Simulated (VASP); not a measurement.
Wanted: the native input for a VASP 6.6.1 run.

| Item | Value |
| --- | --- |
| Task | single point |
| Functional | PBE |
| Potentials or basis | VASP PAW PBE potentials, release 64 (Ga_d, P) |
| Cutoff | 520 eV |
| k mesh | 8 × 8 × 6 |
| Occupations | gaussian, width 0.02 eV |
| Spin | no spin polarisation |
| Dipole correction | no |
| Further INCAR settings | ALGO = Normal; EDIFF = 1e-06; NBANDS = 26 |

The structure of GaP lies in POSCAR:

```
GaP
1.0
    2.8351352458      2.8351352458      0.0000000000
   -2.8351352458      2.8351352458      0.0000000000
    0.0000000000      0.0000000000      5.4060248765
Ga P
2 2
Direct
    0.0000000000      0.0000000000      0.0000000000
    0.5000000000      0.5000000000      0.5000000000
    0.5000000000      0.0000000000      0.7500000000
    0.0000000000      0.5000000000      0.2500000000
```

This cell differs from its parent crystal: biaxial strain in the a-b plane: +3.0 %.

The input as run:

INCAR

```
SYSTEM = GaP
ALGO = Normal ; EDIFF = 1E-6
ENCUT = 520 ; GGA = PE
ISIF = 2 ; ISMEAR = 0
LASPH = .True. ; LCHARG = .False.
LREAL = .False. ; LWAVE = .False.
NBANDS = 26 ; NELM = 60
PREC = Accurate ; SIGMA = 0.02
```

KPOINTS

```
k-points
0
Gamma
  8 8 6
  0 0 0
```

Potentials or basis: VASP PAW PBE potentials, release 64 (Ga_d, P).

Run with:

```sh
$ cat potpaw_PBE.64/Ga_d/POTCAR potpaw_PBE.64/P/POTCAR > POTCAR
$ mpirun -np 1 vasp_std > vasp.out
```

Results of the run:

* Pressure: -2.8 GPa
* Band gap on the k mesh: 1.08 eV

Caveat: the cell differs from its parent crystal (biaxial strain in the a-b plane: +3.0 %).

Wall time 100 s on 1 thread of Intel Xeon 6455B, on a shared host, peak memory 0.25 GiB.
